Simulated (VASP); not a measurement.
A run of VASP 6.6.1 is set up as follows.

File INCAR:

```
SYSTEM = RbAl4Cl
PREC     = Accurate       ! precision mode
ENCUT    = 600            ! plane-wave cutoff, eV
EDIFF    = 1E-7           ! SCF threshold, eV
ISMEAR   = 0              ! smearing method
SIGMA    = 0.1            ! smearing width, eV
LREAL    = .FALSE.        ! projectors in reciprocal space
LASPH    = .TRUE.         ! aspherical terms in the spheres
NELM     = 80             ! most SCF steps
ALGO     = Normal         ! electronic algorithm
ISIF     = 3              ! what is computed and relaxed
LWAVE    = .FALSE.        ! write WAVECAR
LCHARG   = .FALSE.        ! write CHGCAR
GGA      = PE             ! functional
IBRION   = 2              ! ionic algorithm
NSW      = 90             ! ionic steps
EDIFFG   = -0.04          ! ionic threshold
```

KPOINTS

```
regular mesh
0
G
  4 4 4
  0 0 0
```

Contents of POSCAR:

```
RbAl4Cl
1.0
    5.0260520498      0.0000000000      0.0000000000
    0.0000000000      3.4933346281      4.4245379167
    0.0000000000     -3.4933346281      4.4245379167
Rb Al Cl
1 4 1
Direct
    0.0000000000      0.3755052535      0.3755052535
    0.0000000000      0.0102219409      0.0102219409
    0.5000000000      0.2482911643      0.8745496858
    0.5000000000      0.8745496858      0.2482911643
    0.5000000000      0.7549053742      0.7549053742
    0.0000000000      0.7395535797      0.7395535797
```

Potentials or basis: VASP PAW PBE potentials, release 64 (Rb_sv, Al, Cl).

Launch:

```bash
$ cat potpaw_PBE.64/Rb_sv/POTCAR potpaw_PBE.64/Al/POTCAR potpaw_PBE.64/Cl/POTCAR > POTCAR
$ mpirun -np 1 vasp_std > vasp.out
```

Estimate the relaxed cell.

a = 5.021 Å, b = 5.636 Å, c = 5.636 Å, α = 76.66°, β = 90.00°, γ = 90.00°.

Estimate the relaxed volume.

25.86 Å³/atom.

Predict the space group after relaxing (to 0.1 Å).

Amm2 (No. 38).

Forces in eV/Å, atoms in the order of the input:
```
Rb   0.000  0.000 -0.004
Al   0.000  0.000  0.013
Al   0.000  0.000 -0.028
Al   0.000  0.000 -0.028
Al   0.000  0.000  0.016
Cl   0.000  0.000  0.032
```
